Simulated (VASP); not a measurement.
Input of a VASP 6.6.1 run:

File INCAR:

```
SYSTEM = Cu3N
PREC = Accurate ; ENCUT = 600
EDIFF = 1E-6 ; ISMEAR = 0
SIGMA = 0.01 ; LREAL = .False.
LASPH = .True. ; NELM = 120
ALGO = Normal ; ISIF = 2
LWAVE = .False. ; LCHARG = .False.
GGA = PE ; NBANDS = 27
GGA_COMPAT = .False.
```

The input KPOINTS:

```
regular mesh
0
Gamma
  5 5 5
  0 0 0
```

POSCAR

```
Cu3N
1.0
    3.8570978503      0.0000000000      0.0000000000
    0.0000000000      3.8570978503      0.0000000000
    0.0000000000      0.0000000000      3.8570978503
Cu N
3 1
Direct
    0.5000000000      0.0000000000      0.0000000000
    0.0000000000      0.5000000000      0.0000000000
    0.0000000000      0.0000000000      0.5000000000
    0.0000000000      0.0000000000      0.0000000000
```

Potentials or basis: VASP PAW PBE potentials, release 64 (Cu, N).

Command:

```bash
$ cat potpaw_PBE.64/Cu/POTCAR potpaw_PBE.64/N/POTCAR > POTCAR
$ mpirun -np 1 vasp_std > vasp.out
```

Task: Predict the pressure.

Result: -2.0 GPa.

Task: Estimate the band gap on the k mesh.

Result: 1.23 eV, indirect (least direct gap 1.84 eV).

A k mesh can miss the band edges. Expect the measured gap to be larger: semilocal functionals such as PBE lack the derivative discontinuity.
